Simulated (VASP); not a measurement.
Write the native input for VASP 6.6.1 that does the following.

| Property | Result |
| --- | --- |
| Task | single point |
| Functional | r2SCAN |
| Potentials or basis | VASP PAW PBE potentials, release 64 (Na_pv, I) |
| Cutoff | 520 eV |
| k mesh | 8 × 8 × 8 |
| Occupations | gaussian, width 0.05 eV |
| Spin | no spin polarisation |
| Dipole correction | no |
| Further INCAR settings | ALGO = Normal; EDIFF = 1e-06; NBANDS = 14 |

Crystal: NaI.

```
Na I
1.0
     0.00000    3.23640    3.23640
     3.23640    0.00000    3.23640
     3.23640    3.23640    0.00000
Na I
1 1
Direct
  0.00000 0.00000 0.00000
  0.50000 0.50000 0.50000
```

These files were run (other wordings do the same):

POSCAR

```
NaI
1.0
    0.0000000000      3.2364000000      3.2364000000
    3.2364000000      0.0000000000      3.2364000000
    3.2364000000      3.2364000000      0.0000000000
Na I
1 1
Direct
    0.0000000000      0.0000000000      0.0000000000
    0.5000000000      0.5000000000      0.5000000000
```

INCAR.step1

```
  PREC = Accurate
  ENCUT = 520
  ISMEAR = 0
  SIGMA = 0.05
  LREAL = F
  LASPH = T
  NELM = 80
  NBANDS = 14
  GGA = PE
  ALGO = Normal
  EDIFF = 1E-4
  LWAVE = T
  LCHARG = F
```

INCAR.step2

```
  PREC = Accurate
  ENCUT = 520
  EDIFF = 1E-6
  ISMEAR = 0
  SIGMA = 0.05
  LREAL = F
  LASPH = T
  NELM = 80
  ALGO = Normal
  ISIF = 2
  LWAVE = F
  LCHARG = F
  METAGGA = R2SCAN
  LMIXTAU = T
  NBANDS = 14
  ISTART = 1
```

KPOINTS

```
regular mesh
0
Gamma
  8 8 8
```

Potentials or basis: VASP PAW PBE potentials, release 64 (Na_pv, I).

Command:

```console
$ cat potpaw_PBE.64/Na_pv/POTCAR potpaw_PBE.64/I/POTCAR > POTCAR
$ cp INCAR.step1 INCAR
$ mpirun -np 1 vasp_std > vasp.out
$ cp INCAR.step2 INCAR
$ mpirun -np 1 vasp_std > vasp.out
```

Results of the run:

- Pressure: -0.2 GPa
- Band gap on the k mesh: 4.44 eV

Caveat: the PAW data sets were made with another functional, which shifts forces and pressure a little; spin-orbit coupling is left out, which moves the levels of the heavy elements.

Run time: 2.2 min on 1 thread of Intel Xeon 8259CL (shared host), peak memory 0.22 GiB.
